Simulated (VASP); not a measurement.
A run of VASP 6.6.1:

File INCAR:

```
SYSTEM = SrVO3
PREC = Accurate ; ENCUT = 520
EDIFF = 1E-6 ; ISMEAR = -1
SIGMA = 0.05 ; LREAL = .FALSE.
LASPH = .TRUE. ; NELM = 150
ALGO = Normal ; ISIF = 2
LWAVE = .FALSE. ; LCHARG = .FALSE.
ISPIN = 2 ; MAGMOM = 0 2 0 0 0
LORBIT = 11 ; LMAXMIX = 4
LDAU = .TRUE. ; LDAUTYPE = 2
LDAUL = -1 2 -1 ; LDAUU = 0 4.5 0
LDAUJ = 0 0 0 ; LDAUPRINT = 1
GGA = PS ; NBANDS = 32
```

File KPOINTS:

```
regular mesh
0
G
  7 7 7
  0 0 0
```

File POSCAR:

```
SrVO3
1.0
    3.8500906943     -0.0254968994      0.0254968994
   -0.0254968994      3.8500906943      0.0254968994
    0.0254968994      0.0254968994      3.8500906943
Sr V O
1 1 3
Direct
    0.5000000000      0.5000000000      0.5000000000
    0.0000000000      0.0000000000      0.0000000000
    0.0000000000      0.0000000000      0.5000000000
    0.0000000000      0.5000000000      0.0000000000
    0.5000000000      0.0000000000      0.0000000000
```

Potentials or basis: VASP PAW PBE potentials, release 64 (Sr_sv, V_sv, O).

Launch:

```sh
$ cat potpaw_PBE.64/Sr_sv/POTCAR potpaw_PBE.64/V_sv/POTCAR potpaw_PBE.64/O/POTCAR > POTCAR
$ mpirun -np 1 vasp_std > vasp.out
```

Hardware: 1 thread of AMD EPYC 9R45 (Zen 5), on a shared host.

**Question.** How long does it take, and how much memory?

**Answer.** It took 4.9 min on 1 thread of AMD EPYC 9R45 (Zen 5), with other jobs on the host, peak memory 0.25 GiB. Counts: scf iterations 54, k points 44.
